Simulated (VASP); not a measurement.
# ZnCo (P-6m2) in VASP: notebook, part 3 of 3

VASP 6.6.1. The steps go on from the part before.

## (5) Single point, LDA, collinear spin, ferromagnetic start

This run uses another cell than the first one, of 12.89 Å³/atom.

INCAR reads:

```
SYSTEM = ZnCo
PREC     = Accurate       ! precision mode
ENCUT    = 520            ! plane-wave cutoff, eV
EDIFF    = 1E-6           ! SCF threshold, eV
ISMEAR   = -1             ! smearing method
SIGMA    = 0.1            ! smearing width, eV
LREAL    = .FALSE.        ! projectors in reciprocal space
LASPH    = .TRUE.         ! aspherical terms in the spheres
NELM     = 150            ! most SCF steps
ALGO     = Normal         ! electronic algorithm
ISIF     = 2              ! what is computed and relaxed
LWAVE    = .FALSE.        ! write WAVECAR
LCHARG   = .FALSE.        ! write CHGCAR
ISPIN    = 2              ! spin polarisation
MAGMOM   = 0 1.8          ! initial moments
LORBIT   = 11             ! projections on sites
LMAXMIX  = 4              ! l up to which the mixer works
GGA      = CA             ! functional
NBANDS   = 22             ! bands
```

KPOINTS reads:

```
regular mesh
0
G
  13 13 7
  0 0 0
```

POSCAR reads:

```
ZnCo
1.0
    2.6499729750      0.0000000000      0.0000000000
   -1.3249864875      2.2949436948      0.0000000000
    0.0000000000      0.0000000000      4.2400834030
Zn Co
1 1
Direct
    0.6666666667      0.3333333333      0.0000000000
    0.0000000000      0.0000000000      0.5000000000
```

Potentials or basis: VASP PAW LDA potentials, release 64 (Zn, Co).

Command:

```console
$ cat potpaw_LDA.64/Zn/POTCAR potpaw_LDA.64/Co/POTCAR > POTCAR
$ mpirun -np 1 vasp_std > vasp.out
```

OUTCAR:

```text
SYSTEM = ZnCo
   PREC = Accurate
   ENCUT = 520
   EDIFF = 1E-6
   ISMEAR = -1
   LREAL = .FALSE.
   LASPH = .TRUE.
   NELM = 150
   ISIF = 2
   ISPIN = 2
   LORBIT = 11
   GGA = CA

 ion  position               nearest neighbor table
   1  0.667  0.333  0.000-   2 2.61   2 2.61   2 2.61   2 2.61   2 2.61   2 2.61
   2  0.000  0.000  0.500-   1 2.61   1 2.61   1 2.61   1 2.61   1 2.61   1 2.61

  LATTYP: Found a hexagonal cell.
 ALAT       =     2.6499729750
 C/A-ratio  =     1.6000477903

  Lattice vectors:

 A1 = (   2.6499729750,   0.0000000000,   0.0000000000)
 A2 = (  -1.3249864875,   2.2949436948,   0.0000000000)
 A3 = (   0.0000000000,   0.0000000000,   4.2400834030)

Analysis of symmetry for initial positions (statically):
=====================================================================
 Subroutine PRICEL returns:
 Original cell was already a primitive cell.

 Routine SETGRP: Setting up the symmetry group for a
 hexagonal supercell.

 Subroutine GETGRP returns: Found 12 space group operations
 (whereof 12 operations were pure point group operations)
 out of a pool of 24 trial point group operations.

The static configuration has the point symmetry D_3h.

Analysis of symmetry for dynamics (positions and initial velocities):
=====================================================================
 Subroutine PRICEL returns:
 Original cell was already a primitive cell.

 Routine SETGRP: Setting up the symmetry group for a
 hexagonal supercell.

 Subroutine GETGRP returns: Found 12 space group operations
 (whereof 12 operations were pure point group operations)
 out of a pool of 24 trial point group operations.

The dynamic configuration has the point symmetry D_3h.

Analysis of structural, dynamic, and magnetic symmetry:
=====================================================================
 Subroutine PRICEL returns:
 Original cell was already a primitive cell.

 Routine SETGRP: Setting up the symmetry group for a
 hexagonal supercell.

 Subroutine GETGRP returns: Found 12 space group operations
 (whereof 12 operations were pure point group operations)
 out of a pool of 24 trial point group operations.

The overall configuration has the point symmetry D_3h.

 Subroutine INISYM returns: Found 12 space group operations
 (whereof 12 operations are pure point group operations),
 and found     1 'primitive' translations

----------------------------------------------------------------------------------------

                                     Primitive cell

  volume of cell :      25.7862

  direct lattice vectors                    reciprocal lattice vectors
     2.649972975  0.000000000  0.000000000     0.377362339  0.217870269  0.000000000
    -1.324986487  2.294943695  0.000000000     0.000000000  0.435740538  0.000000000
     0.000000000  0.000000000  4.240083403     0.000000000  0.000000000  0.235844417

  length of vectors
     2.649972975  2.649972784  4.240083403     0.435740506  0.435740538  0.235844417

  position of ions in fractional coordinates (direct lattice)
     0.666666667  0.333333333  0.000000000
     0.000000000  0.000000000  0.500000000

  ion indices of the primitive-cell ions
   primitive index   ion index
[... 64 lines left out ...]
 SYSTEM =  ZnCo
   PREC   = accura    normal or accurate (medium, high low for compatibility)
   ISTART =      0    job   : 0-new  1-cont  2-samecut
   ICHARG =      2    charge: 1-file 2-atom 10-const
   ISPIN  =      2    spin polarized calculation?
   LNONCOLLINEAR =      F non collinear calculations
   LSORBIT =      F    spin-orbit coupling
   LASPH  =      T    aspherical Exc in radial PAW
   ENCUT  =  520.0 eV  38.22 Ry    6.18 a.u.   4.93  4.93  7.88*2*pi/ulx,y,z
   NELM   =    150;   NELMIN=  2; NELMDL= -5     # of ELM steps
   EDIFF  = 0.1E-05   stopping-criterion for ELM
   LREAL  =      F    real-space projection
   EDIFFG = 0.1E-04   stopping-criterion for IOM
   NSW    =      0    number of steps for IOM
   IBRION =     -1    ionic relax: 0-MD 1-quasi-New 2-CG
   NFREE  =      0    steps in history (QN), initial steepest desc. (CG)
   ISIF   =      2    stress and relaxation
   ISYM   =      2    0-nonsym 1-usesym 2-fastsym
   POTIM  = 0.5000    time-step for ionic-motion
   TEBEG  =    0.0;   TEEND  =   0.0 temperature during run
   PSTRESS=    0.0 pullay stress
   NELECT =      21.0000    total number of electrons
   NUPDOWN=      -1.0000    fix difference up-down
   EMIN   =  10.00;   EMAX   =-10.00  energy-range for DOS
   EFERMI =   0.00;   METHOD = LEGACY
   ISMEAR =    -1;   SIGMA  =   0.10  broadening in eV -4-tet -1-fermi 0-gaus
   EFERMI_NEDOS =   21; number of points for ismear=-14 and -15
   IALGO  =     38    algorithm
   IMIX   =      4    mixing-type and parameters
     AMIX     =   0.40;   BMIX     =  1.00
     AMIX_MAG =   1.60;   BMIX_MAG =  1.00
  volume/ion in A,a.u.               =      12.89        87.01
  Fermi-wavevector in a.u.,A,eV,Ry     =   1.528805  2.889022 31.800127  2.337243
  Thomas-Fermi vector in A             =   2.636513
   LORBIT       =     11    0 simple, 1 ext, 2 COOP (PROOUT), +10 PAW based schemes
   GGA     = CA    functional components
   LHFCALC =     F    Hartree Fock is set to
   AEXX    =    0.0000 exact exchange contribution
   IVDW    =     0    specifies the selected vdW correction
   LEPSILON=     F    determine dielectric tensor
   LRPA    =     F    only Hartree local field effects (RPA)
 spin polarized calculation
  energy-cutoff  :      520.00
  volume of cell :       25.79
 maximum number of plane-waves:       710
 NGX is ok and might be reduce to    20
   NGX =  9   NGY =  9   NGZ = 15

 number of electron      21.0000015 magnetization       1.2207180

 Free energy of the ion-electron system (eV)
  ---------------------------------------------------
  ext. energy  EPLUGINS =         0.00000000
  ---------------------------------------------------
  free energy    TOTEN  =        -9.78708612 eV

  energy without entropy =       -9.70774275  energy(sigma->0) =       -9.74741444

 E-fermi :   5.5345     XC(G=0): -12.7700

 val. band max:        5.5344300871   @ k =   0.3077   0.0769   0.1429
 cond. band min:       5.5384315437   @ k =   0.3077  -0.0000   0.4286
 fundamental gap:      0.0040014565
 Fermi energy:         5.5344513905

 spin component 1

 k-point     1 :       0.0000    0.0000    0.0000
  band No.  band energies     occupation
      1      -4.2274      1.00000
      2      -2.2148      1.00000
      3      -1.7900      1.00000
      4      -1.7900      1.00000
      5      -1.2719      1.00000
      6      -1.2719      1.00000
[... 589 lines left out ...]
     21      29.4493      0.00000
     22      31.0927      0.00000

 [... further k-points ...]

 spin component 2

 k-point     1 :       0.0000    0.0000    0.0000
  band No.  band energies     occupation
      1      -4.2079      1.00000
      2      -2.2134      1.00000
      3      -1.7960      1.00000
      4      -1.7960      1.00000
      5      -1.2763      1.00000
      6      -1.2763      1.00000
[... 589 lines left out ...]
     21      29.5346      0.00000
     22      31.1298      0.00000

 [... further k-points ...]

------------------------ aborting loop because EDIFF is reached ----------------------------------------

  FORCE on cell =-STRESS in cart. coord.  units (eV):
  Direction    XX          YY          ZZ          XY          YZ          ZX
  --------------------------------------------------------------------------------------
  -------------------------------------------------------------------------------------
  Total       -2.9969638     -2.9969632     -3.1727086      0.0000000      0.0000000      0.0000000
  in kB     -186.2105127   -186.2104768   -197.1300766      0.0000000      0.0000000      0.0000000
  external PRESSURE =    -189.8503554 kB  Pullay stress =       0.0000000 kB

 VOLUME and BASIS-vectors are now :
 -----------------------------------------------------------------------------
  energy-cutoff  :      520.00
  volume of cell :       25.79
      direct lattice vectors                 reciprocal lattice vectors
     2.649972975  0.000000000  0.000000000     0.377362339  0.217870269  0.000000000
    -1.324986487  2.294943695  0.000000000     0.000000000  0.435740538  0.000000000
     0.000000000  0.000000000  4.240083403     0.000000000  0.000000000  0.235844417

 POSITION                                       TOTAL-FORCE (eV/Angst)
 -----------------------------------------------------------------------------------
      1.32499      0.76498      0.00000        -0.000000     -0.000000      0.000000
      0.00000      0.00000      2.12004         0.000000      0.000000      0.000000
 -----------------------------------------------------------------------------------
    total drift:                               -0.000000     -0.000000      0.000000

  FREE ENERGIE OF THE ION-ELECTRON SYSTEM (eV)
  ---------------------------------------------------
  free  energy   TOTEN  =        -9.7870861225 eV

  energy  without entropy=       -9.7077427497  energy(sigma->0) =       -9.74741444

 total charge

# of ion       s       p       d       tot
------------------------------------------
    1        0.614   0.524   9.738  10.876
    2        0.405   0.390   7.276   8.071
--------------------------------------------------
tot          1.019   0.914  17.014  18.947

 magnetization (x)

# of ion       s       p       d       tot
------------------------------------------
    1       -0.009  -0.020  -0.001  -0.030
    2       -0.004  -0.018   1.301   1.279
--------------------------------------------------
tot         -0.013  -0.037   1.300   1.250
```

Wall time 40 s (1 thread of Intel Xeon 6975P-C (Granite Rapids), shared host); peak memory 0.19 GiB.

What came out:

- Free energy: -9.7871 eV
- Pressure: -19.0 GPa
- Net moment: 1.22 μB per cell
- Site moments: Zn -0.03; Co +1.28 μB
- Valence electrons inside the program's atomic spheres: Zn 10.88; Co 8.07

Caveat: the cell stands under tension.

## (6) The runs side by side

| cell | gap on the mesh (eV) | pressure (GPa) | moment (μB) |
| --- | --- | --- | --- |
| a = 2.585, b = 2.585, c = 4.137 Å, angles 90.0, 90.0, 120.0°, 2 atoms | none | -11.2 | 1.06 |
| a = 2.607, b = 2.607, c = 4.172 Å, angles 90.0, 90.0, 120.0°, 2 atoms | none | -14.2 | 1.13 |
| a = 2.629, b = 2.629, c = 4.206 Å, angles 90.0, 90.0, 120.0°, 2 atoms | none | -16.8 | 1.18 |
| a = 2.650, b = 2.650, c = 4.240 Å, angles 90.0, 90.0, 120.0°, 2 atoms | none | -19.0 | 1.22 |

Alike in all rows: task single point; level LDA; potentials or basis VASP PAW LDA potentials, release 64 (Zn, Co); spin collinear, ferromagnetic start; k mesh 13 × 13 × 7; cutoff (eV) 520; smearing fermi-dirac 0.1 eV.

Caveats: the cell stands under tension.

Absolute energies hang on the potentials; compare differences alone.
